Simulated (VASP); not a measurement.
# SiNi3 (P4mm) in VASP: notebook

Runs on SiNi3. Level: PBE. Tasks: single point.

All numbers are computed with VASP 6.6.1; they aren't measurements. Logs are shortened: lines on timing, memory, paths and dates and some standing lists are left out, and cuts for length are marked.

## (1) The cell of the first run

Symmetry: P4mm, No. 99, tetragonal system. The conventional cell has a = 3.506 Å, b = 3.506 Å, c = 3.506 Å, α = 90.00°, β = 90.00°, γ = 90.00°. Si (site symmetry 4mm) has 12 Ni at 2.15 to 2.85 Å within 2.9 Å. Within 2.9 Å of Ni (site symmetry 2mm) lie 4 Si at 2.15 to 2.85 Å and 8 Ni at 2.48 Å. Within 3.3 Å of Ni (site symmetry 4mm) lie 8 Ni at 2.48 Å and 4 Si at 2.53 Å.

## (2) Single point, PBE (all Ni atoms moved -0.500 Å, as atom 2 along Cartesian [0 1 0])

The input, INCAR:

```
  ALGO = Fast
  EDIFF = 1E-6
  ENCUT = 520
  GGA = PE
  ISIF = 2
  ISMEAR = 0
  LASPH = T
  LCHARG = F
  LREAL = F
  LWAVE = F
  NBANDS = 25
  NELM = 80
  PREC = Accurate
  SIGMA = 0.15
```

The input, KPOINTS:

```
k-points
0
Gamma
  14 14 14
```

The input, POSCAR:

```
SiNi3
1.0
    3.5062596291      0.0000000000      0.0000000000
    0.0000000000      3.5062596291      0.0000000000
    0.0000000000      0.0000000000      3.5062596291
Si Ni
1 3
Direct
    0.0000000000      0.0000000000      0.0000000000
    0.0000000000      0.3573978961      0.5000000000
    0.5000000000     -0.1426021039      0.5000000000
    0.5000000000      0.3573978961      0.0000000000
```

Potentials or basis: VASP PAW PBE potentials, release 64 (Si, Ni).

On the command line:

```sh
> cat potpaw_PBE.64/Si/POTCAR potpaw_PBE.64/Ni/POTCAR > POTCAR
> mpirun -np 1 vasp_std > vasp.out
```

OUTCAR:

```text
EDIFF = 1E-6
   ENCUT = 520
   GGA = PE
   ISIF = 2
   ISMEAR = 0
   LASPH = T
   LREAL = F
   NELM = 80
   PREC = Accurate

 ion  position               nearest neighbor table
   1  0.000  0.000  0.000-   2 2.15   4 2.15   2 2.15   4 2.15   3 2.53   3 2.53   3 2.53   3 2.53
                             2 2.85   4 2.85   2 2.85   4 2.85
   2  0.000  0.357  0.500-   1 2.15   1 2.15   4 2.48   3 2.48   4 2.48   3 2.48   3 2.48   4 2.48
                             4 2.48   3 2.48   1 2.85   1 2.85
   3  0.500  0.857  0.500-   2 2.48   4 2.48   4 2.48   2 2.48   4 2.48   4 2.48   2 2.48   2 2.48
                             1 2.53   1 2.53   1 2.53   1 2.53
   4  0.500  0.357  0.000-   1 2.15   1 2.15   3 2.48   2 2.48   3 2.48   3 2.48   3 2.48   2 2.48
                             2 2.48   2 2.48   1 2.85   1 2.85

  LATTYP: Found a simple cubic cell.
 ALAT       =     3.5062596291

  Lattice vectors:

 A1 = (   3.5062596291,   0.0000000000,   0.0000000000)
 A2 = (   0.0000000000,   3.5062596291,   0.0000000000)
 A3 = (   0.0000000000,   0.0000000000,   3.5062596291)

Analysis of symmetry for initial positions (statically):
=====================================================================
 Subroutine PRICEL returns:
 Original cell was already a primitive cell.

 Routine SETGRP: Setting up the symmetry group for a
 simple cubic supercell.

 Subroutine GETGRP returns: Found  8 space group operations
 (whereof  8 operations were pure point group operations)
 out of a pool of 48 trial point group operations.

The static configuration has the point symmetry C_4v.

Analysis of symmetry for dynamics (positions and initial velocities):
=====================================================================
 Subroutine PRICEL returns:
 Original cell was already a primitive cell.

 Routine SETGRP: Setting up the symmetry group for a
 simple cubic supercell.

 Subroutine GETGRP returns: Found  8 space group operations
 (whereof  8 operations were pure point group operations)
 out of a pool of 48 trial point group operations.

The dynamic configuration has the point symmetry C_4v.

 Subroutine INISYM returns: Found  8 space group operations
 (whereof  8 operations are pure point group operations),
 and found     1 'primitive' translations

----------------------------------------------------------------------------------------

                                     Primitive cell

  volume of cell :      43.1055

  direct lattice vectors                    reciprocal lattice vectors
     3.506259629  0.000000000  0.000000000     0.285204208  0.000000000  0.000000000
     0.000000000  3.506259629  0.000000000     0.000000000  0.285204208  0.000000000
     0.000000000  0.000000000  3.506259629     0.000000000  0.000000000  0.285204208

  length of vectors
     3.506259629  3.506259629  3.506259629     0.285204208  0.285204208  0.285204208

  position of ions in fractional coordinates (direct lattice)
     0.000000000  0.000000000  0.000000000
     0.000000000  0.357397896  0.500000000
     0.500000000  0.857397896  0.500000000
     0.500000000  0.357397896  0.000000000

  ion indices of the primitive-cell ions
   primitive index   ion index
                 1           1
                 2           2
                 3           3
                 4           4

----------------------------------------------------------------------------------------

 KPOINTS: k-points

Automatic generation of k-mesh.
 Grid dimensions read from file:
 generate k-points for:   14   14   14

 Generating k-lattice:

  Cartesian coordinates                     Fractional coordinates (reciprocal lattice)
     0.020371729  0.000000000  0.000000000     0.071428571  0.000000000  0.000000000
     0.000000000  0.020371729  0.000000000     0.000000000  0.071428571  0.000000000
     0.000000000  0.000000000  0.020371729     0.000000000  0.000000000  0.071428571

  Length of vectors
     0.020371729  0.020371729  0.020371729

  Shift w.r.t. Gamma in fractional coordinates (k-lattice)
     0.000000000  0.000000000  0.000000000

 Subroutine IBZKPT returns following result:
 ===========================================

 Found    288 irreducible k-points:

 Following reciprocal coordinates:
            Coordinates               Weight
  0.000000  0.000000  0.000000      1.000000
  0.071429  0.000000  0.000000      4.000000
  0.000000  0.071429  0.000000      2.000000
  0.142857  0.000000  0.000000      4.000000
  0.000000  0.142857  0.000000      2.000000
  0.214286  0.000000  0.000000      4.000000
[... 16 lines left out ...]
  0.071429  0.000000  0.214286      8.000000
  0.285714  0.071429  0.000000      8.000000
 [... further k-points ...]
   k-points           NKPTS =    288   k-points in BZ     NKDIM =    288   number of bands    NBANDS=     25
   number of dos      NEDOS =    301   number of ions     NIONS =      4
   total plane-waves  NPLWV =  21952
   dimension x,y,z NGX =    28 NGY =   28 NGZ =   28
   dimension x,y,z NGXF=    56 NGYF=   56 NGZF=   56
   ions per type =               1   3
   NGX,Y,Z   is equivalent  to a cutoff of  13.28, 13.28, 13.28 a.u.
   NGXF,Y,Z  is equivalent  to a cutoff of  26.55, 26.55, 26.55 a.u.
 SYSTEM =  unknown system
   PREC   = accura    normal or accurate (medium, high low for compatibility)
   ISTART =      0    job   : 0-new  1-cont  2-samecut
   ICHARG =      2    charge: 1-file 2-atom 10-const
   ISPIN  =      1    spin polarized calculation?
   LNONCOLLINEAR =      F non collinear calculations
   LSORBIT =      F    spin-orbit coupling
   LASPH  =      T    aspherical Exc in radial PAW
   ENCUT  =  520.0 eV  38.22 Ry    6.18 a.u.   6.52  6.52  6.52*2*pi/ulx,y,z
   NELM   =     80;   NELMIN=  2; NELMDL= -5     # of ELM steps
   EDIFF  = 0.1E-05   stopping-criterion for ELM
   LREAL  =      F    real-space projection
   EDIFFG = 0.1E-04   stopping-criterion for IOM
   NSW    =      0    number of steps for IOM
   IBRION =     -1    ionic relax: 0-MD 1-quasi-New 2-CG
   NFREE  =      0    steps in history (QN), initial steepest desc. (CG)
   ISIF   =      2    stress and relaxation
   ISYM   =      2    0-nonsym 1-usesym 2-fastsym
   POTIM  = 0.5000    time-step for ionic-motion
   TEBEG  =    0.0;   TEEND  =   0.0 temperature during run
   PSTRESS=    0.0 pullay stress
   NELECT =      34.0000    total number of electrons
   NUPDOWN=      -1.0000    fix difference up-down
   EMIN   =  10.00;   EMAX   =-10.00  energy-range for DOS
   EFERMI =   0.00;   METHOD = LEGACY
   ISMEAR =     0;   SIGMA  =   0.15  broadening in eV -4-tet -1-fermi 0-gaus
   EFERMI_NEDOS =   21; number of points for ismear=-14 and -15
   IALGO  =     68    algorithm
   IMIX   =      4    mixing-type and parameters
     AMIX     =   0.40;   BMIX     =  1.00
     AMIX_MAG =   1.60;   BMIX_MAG =  1.00
  volume/ion in A,a.u.               =      10.78        72.72
  Fermi-wavevector in a.u.,A,eV,Ry     =   1.512599  2.858397 31.129517  2.287955
  Thomas-Fermi vector in A             =   2.622502
   LORBIT       =      0    0 simple, 1 ext, 2 COOP (PROOUT), +10 PAW based schemes
   GGA     = PE    functional components
   LHFCALC =     F    Hartree Fock is set to
   AEXX    =    0.0000 exact exchange contribution
   IVDW    =     0    specifies the selected vdW correction
   LEPSILON=     F    determine dielectric tensor
   LRPA    =     F    only Hartree local field effects (RPA)
 non-spin polarized calculation
 RMM-DIIS sequential band-by-band and
 Gauss-broadening in eV      SIGMA  =   0.15
  energy-cutoff  :      520.00
  volume of cell :       43.11
 maximum number of plane-waves:      1189
 NGX is ok and might be reduce to    28
   NGX = 13   NGY = 13   NGZ = 13

 number of electron      33.9999979 magnetization

 Free energy of the ion-electron system (eV)
  ---------------------------------------------------
  ext. energy  EPLUGINS =         0.00000000
  ---------------------------------------------------
  free energy    TOTEN  =       -22.88259798 eV

  energy without entropy =      -22.86628916  energy(sigma->0) =      -22.87444357

 E-fermi :  10.6101     XC(G=0): -13.0413

 val. band max:       10.6073049590   @ k =   0.0714   0.0000   0.1429
 cond. band min:      10.6189870080   @ k =   0.0000   0.0714   0.0000
 fundamental gap:      0.0116820490
 Fermi energy:        10.6100658132

 k-point     1 :       0.0000    0.0000    0.0000
  band No.  band energies     occupation
      1      -1.3231      2.00000
      2       5.5795      2.00000
      3       5.8761      2.00000
      4       6.7154      2.00000
      5       6.7154      2.00000
      6       6.7156      2.00000
[... 17 lines left out ...]
     24      21.3240      0.00000
     25      22.8303      0.00000

 k-point     2 :       0.0714    0.0000    0.0000
  band No.  band energies     occupation
      1      -1.2643      2.00000
      2       5.5650      2.00000
      3       5.9135      2.00000
      4       6.5638      2.00000
      5       6.7008      2.00000
      6       6.8433      2.00000
[... 17 lines left out ...]
     24      21.1966      0.00000
     25      22.3756      0.00000

 k-point     3 :       0.0000    0.0714    0.0000
  band No.  band energies     occupation
      1      -1.2661      2.00000
      2       5.5832      2.00000
      3       5.8284      2.00000
      4       6.7084      2.00000
      5       6.7084      2.00000
      6       6.7583      2.00000
[... 17 lines left out ...]
     24      21.0301      0.00000
     25      22.7163      0.00000

 k-point     4 :       0.1429    0.0000    0.0000
  band No.  band energies     occupation
      1      -1.0898      2.00000
      2       5.4543      2.00000
      3       6.0200      2.00000
      4       6.4398      2.00000
      5       6.6784      2.00000
      6       6.9447      2.00000
[... 17 lines left out ...]
     24      20.6998      0.00000
     25      21.4013      0.00000

 k-point     5 :       0.0000    0.1429    0.0000
  band No.  band energies     occupation
      1      -1.0971      2.00000
      2       5.4543      2.00000
      3       5.8076      2.00000
      4       6.6871      2.00000
      5       6.6871      2.00000
      6       6.8835      2.00000
[... 17 lines left out ...]
     24      20.2729      0.00000
     25      22.1310      0.00000

 k-point     6 :       0.2143    0.0000    0.0000
  band No.  band energies     occupation
      1      -0.8063      2.00000
      2       5.1006      2.00000
      3       6.1792      2.00000
      4       6.4569      2.00000
      5       6.6614      2.00000
      6       7.0250      2.00000
[... 17 lines left out ...]
     24      20.2951      0.00000
     25      20.5118      0.00000
[... 393 lines left out ...]
 k-point    21 :       0.2143    0.0714    0.0000
  band No.  band energies     occupation
      1      -0.7516      2.00000
      2       5.1245      2.00000
      3       6.1409      2.00000
      4       6.4504      2.00000
      5       6.6518      2.00000
      6       7.0380      2.00000
[... 17 lines left out ...]
     24      19.5414      0.00000
     25      21.1705      0.00000

 k-point    22 :       0.0000    0.2143    0.0714
  band No.  band energies     occupation
      1      -0.7668      2.00000
      2       5.0855      2.00000
      3       5.9199      2.00000
      4       6.6007      2.00000
      5       6.6404      2.00000
      6       7.0039      2.00000
[... 17 lines left out ...]
     24      19.3726      0.00000
     25      21.9158      0.00000

 k-point    23 :       0.0714    0.0000    0.2143
  band No.  band energies     occupation
      1      -0.7496      2.00000
      2       5.1307      2.00000
      3       6.2061      2.00000
      4       6.3461      2.00000
      5       6.6844      2.00000
      6       7.0375      2.00000
[... 17 lines left out ...]
     24      20.3531      0.00000
     25      20.8551      0.00000

 k-point    24 :       0.2857    0.0714    0.0000
  band No.  band energies     occupation
      1      -0.3759      2.00000
      2       4.5464      2.00000
      3       6.3425      2.00000
      4       6.5782      2.00000
      5       6.6393      2.00000
      6       7.1144      2.00000
[... 17 lines left out ...]
     24      19.7284      0.00000
     25      21.4830      0.00000

 [... further k-points ...]

------------------------ aborting loop because EDIFF is reached ----------------------------------------

  FORCE on cell =-STRESS in cart. coord.  units (eV):
  Direction    XX          YY          ZZ          XY          YZ          ZX
  --------------------------------------------------------------------------------------
  -------------------------------------------------------------------------------------
  Total        3.4658735      3.6190649      3.4658735      0.0000000      0.0000000      0.0000000
  in kB      128.8223070    134.5162457    128.8223070      0.0000000      0.0000000      0.0000000
  external PRESSURE =     130.7202866 kB  Pullay stress =       0.0000000 kB

 VOLUME and BASIS-vectors are now :
 -----------------------------------------------------------------------------
  energy-cutoff  :      520.00
  volume of cell :       43.11
      direct lattice vectors                 reciprocal lattice vectors
     3.506259629  0.000000000  0.000000000     0.285204208  0.000000000  0.000000000
     0.000000000  3.506259629  0.000000000     0.000000000  0.285204208  0.000000000
     0.000000000  0.000000000  3.506259629     0.000000000  0.000000000  0.285204208

 POSITION                                       TOTAL-FORCE (eV/Angst)
 -----------------------------------------------------------------------------------
      0.00000      0.00000      0.00000        -0.000000     -3.796823      0.000000
      0.00000      1.25313      1.75313         0.000000      1.936584     -0.000000
      1.75313      3.00626      1.75313        -0.000000     -0.076346      0.000000
      1.75313      1.25313      0.00000         0.000000      1.936584      0.000000
 -----------------------------------------------------------------------------------
    total drift:                                0.000000      0.000856      0.000002

  FREE ENERGIE OF THE ION-ELECTRON SYSTEM (eV)
  ---------------------------------------------------
  free  energy   TOTEN  =       -22.8825979799 eV

  energy  without entropy=      -22.8662891559  energy(sigma->0) =      -22.87444357
```

Run time: 2.3 min. Hardware: 1 thread of Intel Xeon 6975P-C (Granite Rapids), shared host; peak memory 0.35 GiB.

What came out:

* Free energy: -22.8826 eV
* Pressure: 13.1 GPa
* Largest force: 3.797 eV/Å
* Band gap on the k mesh: zero (bands 17 and 18 overlap by 0.37 eV)

Forces in eV/Å, atoms in the order of the input:
```
Si   0.000 -3.797  0.000
Ni   0.000  1.937  0.000
Ni   0.000 -0.076  0.000
Ni   0.000  1.937  0.000
```

Caveat: the cell differs from its parent crystal (all Ni atoms moved -0.500 Å, as atom 2 along Cartesian [0 1 0]); the cell stands under pressure; forces of over 1 eV/Å act on the atoms, so gaps and moduli don't describe the material at rest.

## (3) Single point, PBE (all Ni atoms moved +0.375 Å, as atom 2 along Cartesian [0 1 0])

The input, INCAR:

```
SYSTEM = SiNi3
PREC = Accurate
ENCUT = 520
EDIFF = 1E-6
ISMEAR = 0
SIGMA = 0.15
LREAL = .FALSE.
LASPH = .TRUE.
NELM = 100
ALGO = Fast
ISIF = 2
LWAVE = .FALSE.
LCHARG = .TRUE.
GGA = PE
LELF = .TRUE.
LVHAR = .TRUE.
NBANDS = 25
```

The input, KPOINTS:

```
Automatic mesh
0
G
  14 14 14
  0 0 0
```

The input, POSCAR:

```
SiNi3
1.0
    3.5062596291      0.0000000000      0.0000000000
    0.0000000000      3.5062596291      0.0000000000
    0.0000000000      0.0000000000      3.5062596291
Si Ni
1 3
Direct
    0.0000000000      0.0000000000      0.0000000000
    0.0000000000      0.6069515779      0.5000000000
    0.5000000000      0.1069515779      0.5000000000
    0.5000000000      0.6069515779      0.0000000000
```

Potentials or basis: VASP PAW PBE potentials, release 64 (Si, Ni).

On the command line:

```sh
> cat potpaw_PBE.64/Si/POTCAR potpaw_PBE.64/Ni/POTCAR > POTCAR
> mpirun -np 1 vasp_std > vasp.out
```

Run time: 2.3 min. Hardware: 1 thread of Intel Xeon 6975P-C (Granite Rapids), shared host; peak memory 0.35 GiB.

It converged, with:

| Property | Result |
| --- | --- |
| Free energy | -23.2735 eV |
| Pressure | 7.3 GPa |
| Largest force | 2.502 eV/Å |
| Band gap on the k mesh | zero (bands 17 and 18 overlap by 0.31 eV) |

Forces in eV/Å, atoms in the order of the input:
```
Si   0.000  2.502  0.000
Ni   0.000 -1.297  0.000
Ni   0.000  0.092  0.000
Ni   0.000 -1.297  0.000
```

Stress tensor (GPa, compression positive):
```
6.84 0.00 0.00
0.00 8.26 0.00
0.00 0.00 6.84
```

Levels at points of the mesh, in eV from the Fermi level:
| k point | band 14 | band 15 | band 16 | band 17 | band 18 | band 19 | band 20 | band 21 |
| --- | --- | --- | --- | --- | --- | --- | --- | --- |
| (0.00, 0.00, 0.00) | -0.47 | -0.35 | -0.14 | -0.08 | 0.03 | 0.03 | 4.38 | 6.11 |
| (0.50, 0.00, 0.00) | -1.32 | -1.20 | -0.56 | 0.04 | 3.17 | 3.73 | 5.27 | 5.39 |
| (0.00, 0.50, 0.00) | -1.23 | -1.23 | -0.71 | -0.08 | 3.58 | 3.58 | 5.36 | 5.39 |
| (0.50, 0.50, 0.00) | -1.36 | -1.16 | -1.13 | -0.98 | 0.67 | 0.76 | 5.40 | 6.46 |
| (0.50, 0.00, 0.50) | -1.31 | -1.26 | -0.99 | -0.97 | 0.61 | 0.61 | 4.03 | 7.83 |
| (0.50, 0.50, 0.50) | -1.35 | -1.14 | -0.50 | -0.28 | -0.28 | -0.21 | 1.15 | 3.91 |

Caveat: the cell differs from its parent crystal (all Ni atoms moved +0.375 Å, as atom 2 along Cartesian [0 1 0]); the cell stands under pressure; forces of over 1 eV/Å act on the atoms, so gaps and moduli don't describe the material at rest. Spin polarisation is off, so any magnetic state and its effect on volume and gap are missing.
